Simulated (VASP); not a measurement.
Input of a VASP 6.6.1 run:

INCAR

```
SYSTEM = K2S
ALGO     = Normal         ! electronic algorithm
EDIFF    = 1E-6           ! SCF threshold, eV
ENCUT    = 500            ! plane-wave cutoff, eV
GGA      = PS             ! functional
GGA_COMPAT= .FALSE.      
ISIF     = 2              ! what is computed and relaxed
ISMEAR   = 0              ! smearing method
LASPH    = .TRUE.         ! aspherical terms in the spheres
LCHARG   = .FALSE.        ! write CHGCAR
LREAL    = .FALSE.        ! projectors in reciprocal space
LWAVE    = .FALSE.        ! write WAVECAR
NBANDS   = 19             ! bands
NELM     = 120            ! most SCF steps
PREC     = Accurate       ! precision mode
SIGMA    = 0.05           ! smearing width, eV
```

The input KPOINTS:

```
k-points
0
G
  6 6 6
  0 0 0
```

File POSCAR:

```
K2S
1.0
    0.0000000000      3.7166112491      3.7166112491
    3.7166112491      0.0000000000      3.7166112491
    3.7166112491      3.7166112491      0.0000000000
K S
2 1
Direct
    0.2500000000      0.2500000000      0.2500000000
    0.7500000000      0.7500000000      0.7500000000
    0.0000000000      0.0000000000      0.0000000000
```

Potentials or basis: VASP PAW PBE potentials, release 64 (K_sv, S).

Launch:

```bash
$ cat potpaw_PBE.64/K_sv/POTCAR potpaw_PBE.64/S/POTCAR > POTCAR
$ mpirun -np 1 vasp_std > vasp.out
```

**Question.** Predict the pressure.

**Answer.** -0.7 GPa.

**Question.** What does it give for the band gap on the k mesh?

**Answer.** 2.25 eV (least direct gap 2.44 eV).

Caveat: the PAW data sets were made with another functional, which shifts forces and pressure a little. A k mesh can miss the band edges.
